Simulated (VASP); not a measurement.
Write the native input for VASP 6.6.1 that does the following.

```
Task                               : single point
Functional                         : PBEsol-based global hybrid with 25 % exact exchange
Potentials or basis                : VASP PAW PBE potentials, release 64 (Cu)
Cutoff                             : 520 eV
k mesh                             : 7 × 7 × 7
Occupations                        : fermi-dirac, width 0.05 eV
Spin                               : no spin polarisation
Dipole correction                  : no
Grid for exact exchange (PRECFOCK) : Normal
Share of exact exchange            : 0.25
Further INCAR settings             : ALGO = Normal; EDIFF = 1e-06; NBANDS = 12
```

Cu:

```
CELL_PARAMETERS angstrom
-1.49050 1.49050 1.29636
1.49050 -1.49050 1.29636
1.49050 1.49050 -1.29636
ATOMIC_POSITIONS crystal
Cu 0.00000 0.00000 0.00000
```

One way to write it, as run:

POSCAR

```
Cu
1.0
   -1.4904950586      1.4904950586      1.2963603221
    1.4904950586     -1.4904950586      1.2963603221
    1.4904950586      1.4904950586     -1.2963603221
Cu
1
Direct
    0.0000000000      0.0000000000      0.0000000000
```

INCAR.step1

```
PREC     = Accurate       # precision mode
ENCUT    = 520            # plane-wave cutoff, eV
EDIFF    = 1E-5           # SCF threshold, eV
ISMEAR   = -1             # smearing method
SIGMA    = 0.05           # smearing width, eV
LREAL    = False          # projectors in reciprocal space
LASPH    = True           # aspherical terms in the spheres
NELM     = 100            # most SCF steps
ALGO     = Normal         # electronic algorithm
ISIF     = 2              # what is computed and relaxed
LWAVE    = True           # write WAVECAR
LCHARG   = False          # write CHGCAR
NBANDS   = 12             # bands
GGA      = PE             # functional
```

INCAR.step2

```
PREC     = Accurate       # precision mode
ENCUT    = 520            # plane-wave cutoff, eV
EDIFF    = 1E-6           # SCF threshold, eV
ISMEAR   = -1             # smearing method
SIGMA    = 0.05           # smearing width, eV
LREAL    = False          # projectors in reciprocal space
LASPH    = True           # aspherical terms in the spheres
NELM     = 100            # most SCF steps
ALGO     = Normal         # electronic algorithm
ISIF     = 2              # what is computed and relaxed
LWAVE    = False          # write WAVECAR
LCHARG   = False          # write CHGCAR
GGA      = PS             # functional
LHFCALC  = True           # exact exchange
AEXX     = 0.25           # exact-exchange fraction
PRECFOCK = Normal       
NBANDS   = 12             # bands
ISTART   = 1
```

KPOINTS

```
regular mesh
0
Gamma
  7 7 7
```

Potentials or basis: VASP PAW PBE potentials, release 64 (Cu).

The run is started by

```console
$ cat potpaw_PBE.64/Cu/POTCAR > POTCAR
$ cp INCAR.step1 INCAR
$ mpirun -np 1 vasp_std > vasp.out
$ cp INCAR.step2 INCAR
$ mpirun -np 1 vasp_std > vasp.out
```

It gave:

```
Pressure               : 0.0 GPa
Band gap on the k mesh : zero (an odd number of electrons rules out a gap without spin polarisation)
```

Caveat: the k points lie up to 0.46 Å⁻¹ apart, too coarse for converged energies and pressures of a metal; the PAW data sets were made with another functional, which shifts forces and pressure a little.

Wall time 35 min on 1 thread of Oxide Virtual Turin-like Processor (shared host), peak memory 0.1 GiB.
